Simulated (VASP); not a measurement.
# Ir (Fm-3m) in VASP: further runs

Ir is run at these levels: PBEsol; tasks: single point, relaxation of cell and atoms.

Program: VASP 6.6.1. These are calculated values, not measurements. Logs are shortened: lines on timing, memory, paths and dates and some standing lists are left out, and cuts for length are marked.

## (1) The cell of the first run

It takes space group Fm-3m (No. 225, cubic). Conventional cell: a = 3.831 Å, b = 3.831 Å, c = 3.831 Å, α = 90.00°, β = 90.00°, γ = 90.00°. Within 3.6 Å of Ir (site symmetry m-3m) lie 12 Ir at 2.71 Å.

## (2) Single point, PBEsol

INCAR

```
SYSTEM = Ir
ALGO = Normal
EDIFF = 1E-6
ENCUT = 520
GGA = PS
ISIF = 2
ISMEAR = -1
LASPH = .True.
LCHARG = .False.
LREAL = .False.
LWAVE = .False.
NBANDS = 10
NELM = 80
PREC = Accurate
SIGMA = 0.08
```

KPOINTS

```
k-points
0
Gamma
  19 19 19
  0 0 0
```

POSCAR

```
Ir
1.0
    0.0000000000      1.9156721455      1.9156721455
    1.9156721455      0.0000000000      1.9156721455
    1.9156721455      1.9156721455      0.0000000000
Ir
1
Direct
    0.0000000000      0.0000000000      0.0000000000
```

Potentials or basis: VASP PAW PBE potentials, release 64 (Ir).

Command:

```console
$ cat potpaw_PBE.64/Ir/POTCAR > POTCAR
$ mpirun -np 1 vasp_std > vasp.out
```

OUTCAR:

```text
SYSTEM = Ir
   EDIFF = 1E-6
   ENCUT = 520
   GGA = PS
   ISIF = 2
   ISMEAR = -1
   LASPH = .True.
   LREAL = .False.
   NELM = 80
   PREC = Accurate

 ion  position               nearest neighbor table
   1  0.000  0.000  0.000-

  LATTYP: Found a face centered cubic cell.
 ALAT       =     3.8313442910

  Lattice vectors:

 A1 = (   0.0000000000,   1.9156721455,   1.9156721455)
 A2 = (   1.9156721455,   0.0000000000,   1.9156721455)
 A3 = (   1.9156721455,   1.9156721455,   0.0000000000)

Analysis of symmetry for initial positions (statically):
=====================================================================
 Subroutine PRICEL returns:
 Original cell was already a primitive cell.

 Routine SETGRP: Setting up the symmetry group for a
 face centered cubic supercell.

 Subroutine GETGRP returns: Found 48 space group operations
 (whereof 48 operations were pure point group operations)
 out of a pool of 48 trial point group operations.

The static configuration has the point symmetry O_h .

Analysis of symmetry for dynamics (positions and initial velocities):
=====================================================================
 Subroutine PRICEL returns:
 Original cell was already a primitive cell.

 Routine SETGRP: Setting up the symmetry group for a
 face centered cubic supercell.

 Subroutine GETGRP returns: Found 48 space group operations
 (whereof 48 operations were pure point group operations)
 out of a pool of 48 trial point group operations.

The dynamic configuration has the point symmetry O_h .

 Subroutine INISYM returns: Found 48 space group operations
 (whereof 48 operations are pure point group operations),
 and found     1 'primitive' translations

----------------------------------------------------------------------------------------

                                     Primitive cell

  volume of cell :      14.0603

  direct lattice vectors                    reciprocal lattice vectors
     0.000000000  1.915672146  1.915672146    -0.261004996  0.261004996  0.261004996
     1.915672146  0.000000000  1.915672146     0.261004996 -0.261004996  0.261004996
     1.915672146  1.915672146  0.000000000     0.261004996  0.261004996 -0.261004996

  length of vectors
     2.709169529  2.709169529  2.709169529     0.452073913  0.452073913  0.452073913

  position of ions in fractional coordinates (direct lattice)
     0.000000000  0.000000000  0.000000000

  ion indices of the primitive-cell ions
   primitive index   ion index
                 1           1

----------------------------------------------------------------------------------------

 KPOINTS: k-points

Automatic generation of k-mesh.
 Grid dimensions read from file:
 generate k-points for:   19   19   19

 Generating k-lattice:

  Cartesian coordinates                     Fractional coordinates (reciprocal lattice)
    -0.013737105  0.013737105  0.013737105     0.052631579  0.000000000  0.000000000
     0.013737105 -0.013737105  0.013737105     0.000000000  0.052631579  0.000000000
     0.013737105  0.013737105 -0.013737105     0.000000000  0.000000000  0.052631579

  Length of vectors
     0.023793364  0.023793364  0.023793364

  Shift w.r.t. Gamma in fractional coordinates (k-lattice)
     0.000000000  0.000000000  0.000000000

 Subroutine IBZKPT returns following result:
 ===========================================

 Found    220 irreducible k-points:

 Following reciprocal coordinates:
            Coordinates               Weight
  0.000000  0.000000  0.000000      1.000000
  0.052632  0.000000  0.000000      8.000000
  0.105263  0.000000  0.000000      8.000000
  0.157895  0.000000  0.000000      8.000000
  0.210526  0.000000  0.000000      8.000000
  0.263158  0.000000  0.000000      8.000000
[... 16 lines left out ...]
 -0.315789  0.052632  0.000000     24.000000
 -0.263158  0.052632  0.000000     24.000000
 [... further k-points ...]
   k-points           NKPTS =    220   k-points in BZ     NKDIM =    220   number of bands    NBANDS=     10
   number of dos      NEDOS =    301   number of ions     NIONS =      1
   total plane-waves  NPLWV =   8000
   dimension x,y,z NGX =    20 NGY =   20 NGZ =   20
   dimension x,y,z NGXF=    40 NGYF=   40 NGZF=   40
   ions per type =               1
   NGX,Y,Z   is equivalent  to a cutoff of  12.27, 12.27, 12.27 a.u.
   NGXF,Y,Z  is equivalent  to a cutoff of  24.55, 24.55, 24.55 a.u.
 SYSTEM =  Ir
   PREC   = accura    normal or accurate (medium, high low for compatibility)
   ISTART =      0    job   : 0-new  1-cont  2-samecut
   ICHARG =      2    charge: 1-file 2-atom 10-const
   ISPIN  =      1    spin polarized calculation?
   LNONCOLLINEAR =      F non collinear calculations
   LSORBIT =      F    spin-orbit coupling
   LASPH  =      T    aspherical Exc in radial PAW
   ENCUT  =  520.0 eV  38.22 Ry    6.18 a.u.   5.04  5.04  5.04*2*pi/ulx,y,z
   NELM   =     80;   NELMIN=  2; NELMDL= -5     # of ELM steps
   EDIFF  = 0.1E-05   stopping-criterion for ELM
   LREAL  =      F    real-space projection
   EDIFFG = 0.1E-04   stopping-criterion for IOM
   NSW    =      0    number of steps for IOM
   IBRION =     -1    ionic relax: 0-MD 1-quasi-New 2-CG
   NFREE  =      0    steps in history (QN), initial steepest desc. (CG)
   ISIF   =      2    stress and relaxation
   ISYM   =      2    0-nonsym 1-usesym 2-fastsym
   POTIM  = 0.5000    time-step for ionic-motion
   TEBEG  =    0.0;   TEEND  =   0.0 temperature during run
   PSTRESS=    0.0 pullay stress
   NELECT =       9.0000    total number of electrons
   NUPDOWN=      -1.0000    fix difference up-down
   EMIN   =  10.00;   EMAX   =-10.00  energy-range for DOS
   EFERMI =   0.00;   METHOD = LEGACY
   ISMEAR =    -1;   SIGMA  =   0.08  broadening in eV -4-tet -1-fermi 0-gaus
   EFERMI_NEDOS =   21; number of points for ismear=-14 and -15
   IALGO  =     38    algorithm
   IMIX   =      4    mixing-type and parameters
     AMIX     =   0.40;   BMIX     =  1.00
     AMIX_MAG =   1.60;   BMIX_MAG =  1.00
  volume/ion in A,a.u.               =      14.06        94.88
  Fermi-wavevector in a.u.,A,eV,Ry     =   1.410883  2.666183 27.083651  1.990592
  Thomas-Fermi vector in A             =   2.532792
   LORBIT       =      0    0 simple, 1 ext, 2 COOP (PROOUT), +10 PAW based schemes
   GGA     = PS    functional components
   LHFCALC =     F    Hartree Fock is set to
   AEXX    =    0.0000 exact exchange contribution
   IVDW    =     0    specifies the selected vdW correction
   LEPSILON=     F    determine dielectric tensor
   LRPA    =     F    only Hartree local field effects (RPA)
 non-spin polarized calculation
  energy-cutoff  :      520.00
  volume of cell :       14.06
 maximum number of plane-waves:       388
   NGX =  9   NGY =  9   NGZ =  9

 number of electron       9.0000000 magnetization

 Free energy of the ion-electron system (eV)
  ---------------------------------------------------
  ext. energy  EPLUGINS =         0.00000000
  ---------------------------------------------------
  free energy    TOTEN  =        -9.82447060 eV

  energy without entropy =       -9.80118863  energy(sigma->0) =       -9.81282962

 E-fermi :  10.3350     XC(G=0): -14.1375

 val. band max:       10.3333403859   @ k =  -0.1579   0.1579   0.0526
 cond. band min:      10.3388960364   @ k =   0.4737   0.3684   0.0000
 fundamental gap:      0.0055556505
 Fermi energy:        10.3350394003

 k-point     1 :       0.0000    0.0000    0.0000
  band No.  band energies     occupation
      1      -0.9041      2.00000
      2       6.4150      2.00000
      3       6.4150      2.00000
      4       6.4150      2.00000
      5       9.1576      2.00000
      6       9.1576      2.00000
      7      24.6597      0.00000
      8      30.2702      0.00000
      9      30.2702      0.00000
     10      30.2702      0.00000

 k-point     2 :       0.0526    0.0000    0.0000
  band No.  band energies     occupation
      1      -0.7796      2.00000
      2       6.3472      2.00000
      3       6.4697      2.00000
      4       6.4697      2.00000
      5       9.1215      2.00000
      6       9.1215      2.00000
      7      24.8769      0.00000
      8      29.5840      0.00000
      9      30.4759      0.00000
     10      30.4759      0.00000

 k-point     3 :       0.1053    0.0000    0.0000
  band No.  band energies     occupation
      1      -0.4175      2.00000
      2       6.1703      2.00000
      3       6.6154      2.00000
      4       6.6154      2.00000
      5       9.0392      2.00000
      6       9.0392      2.00000
      7      25.4798      0.00000
      8      28.2145      0.00000
      9      31.0757      0.00000
     10      31.0757      0.00000

 k-point     4 :       0.1579    0.0000    0.0000
  band No.  band energies     occupation
      1       0.1434      2.00000
      2       5.9587      2.00000
      3       6.7897      2.00000
      4       6.7897      2.00000
      5       8.9916      2.00000
      6       8.9916      2.00000
      7      26.2357      0.00000
      8      26.8175      0.00000
      9      32.0189      0.00000
     10      32.0189      0.00000

 k-point     5 :       0.2105    0.0000    0.0000
  band No.  band energies     occupation
      1       0.8215      2.00000
      2       5.8316      2.00000
      3       6.8879      2.00000
      4       6.8879      2.00000
      5       9.1010      2.00000
      6       9.1010      2.00000
      7      25.2162      0.00000
      8      27.0899      0.00000
      9      33.2111      0.00000
     10      33.2111      0.00000

 k-point     6 :       0.2632    0.0000    0.0000
  band No.  band energies     occupation
      1       1.4704      2.00000
      2       5.9565      2.00000
      3       6.8430      2.00000
      4       6.8430      2.00000
      5       9.4394      1.99997
      6       9.4394      1.99997
      7      23.7588      0.00000
      8      27.0510      0.00000
      9      34.3077      0.00000
     10      34.3151      0.00000
[... 183 lines left out ...]
 k-point    21 :      -0.4211    0.0526    0.0000
  band No.  band energies     occupation
      1       2.2579      2.00000
      2       6.2832      2.00000
      3       6.4396      2.00000
      4       8.5407      2.00000
      5      10.9024      0.00166
      6      11.6647      0.00000
      7      18.4146      0.00000
      8      24.6157      0.00000
      9      29.9609      0.00000
     10      30.8711      0.00000

 k-point    22 :      -0.3684    0.0526    0.0000
  band No.  band energies     occupation
      1       2.2426      2.00000
      2       6.4157      2.00000
      3       6.5476      2.00000
      4       7.5839      2.00000
      5      10.3866      0.68872
      6      11.2115      0.00003
      7      19.9574      0.00000
      8      25.1504      0.00000
      9      30.5974      0.00000
     10      32.1239      0.00000

 k-point    23 :      -0.3158    0.0526    0.0000
  band No.  band energies     occupation
      1       2.1161      2.00000
      2       6.5364      2.00000
      3       6.6663      2.00000
      4       6.7082      2.00000
      5       9.7818      1.99802
      6      10.6498      0.03837
      7      21.7029      0.00000
      8      26.0020      0.00000
      9      31.5782      0.00000
     10      33.8148      0.00000

 k-point    24 :      -0.2632    0.0526    0.0000
  band No.  band energies     occupation
      1       1.7575      2.00000
      2       5.9484      2.00000
      3       6.7829      2.00000
      4       6.8783      2.00000
      5       9.2093      2.00000
      6      10.0778      1.92280
      7      23.3535      0.00000
      8      26.9519      0.00000
      9      32.5340      0.00000
     10      33.8798      0.00000

 [... further k-points ...]

------------------------ aborting loop because EDIFF is reached ----------------------------------------

  FORCE on cell =-STRESS in cart. coord.  units (eV):
  Direction    XX          YY          ZZ          XY          YZ          ZX
  --------------------------------------------------------------------------------------
  -------------------------------------------------------------------------------------
  Total        0.0868977      0.0868977      0.0868977      0.0000000      0.0000000      0.0000000
  in kB        9.9020547      9.9020547      9.9020547      0.0000000      0.0000000      0.0000000
  external PRESSURE =       9.9020547 kB  Pullay stress =       0.0000000 kB

 VOLUME and BASIS-vectors are now :
 -----------------------------------------------------------------------------
  energy-cutoff  :      520.00
  volume of cell :       14.06
      direct lattice vectors                 reciprocal lattice vectors
     0.000000000  1.915672146  1.915672146    -0.261004996  0.261004996  0.261004996
     1.915672146  0.000000000  1.915672146     0.261004996 -0.261004996  0.261004996
     1.915672146  1.915672146  0.000000000     0.261004996  0.261004996 -0.261004996

 POSITION                                       TOTAL-FORCE (eV/Angst)
 -----------------------------------------------------------------------------------
      0.00000      0.00000      0.00000         0.000000      0.000000      0.000000
 -----------------------------------------------------------------------------------
    total drift:                                0.000000      0.000000      0.000000

  FREE ENERGIE OF THE ION-ELECTRON SYSTEM (eV)
  ---------------------------------------------------
  free  energy   TOTEN  =        -9.8244706001 eV

  energy  without entropy=       -9.8011886330  energy(sigma->0) =       -9.81282962
```

Run time: 38 s. Hardware: 1 thread of Intel Xeon 8259CL, shared host; peak memory 0.15 GiB.

Results:

```yaml
Free_energy: -9.8245 eV
Pressure: 1.0 GPa
Band_gap_on_the_k_mesh: zero (an odd number of electrons rules out a gap without spin polarisation)
```

Caveat: the PAW data sets were made with another functional, which shifts forces and pressure a little; spin-orbit coupling is left out, which moves the levels of the heavy elements.

[end of part 1 of 2]
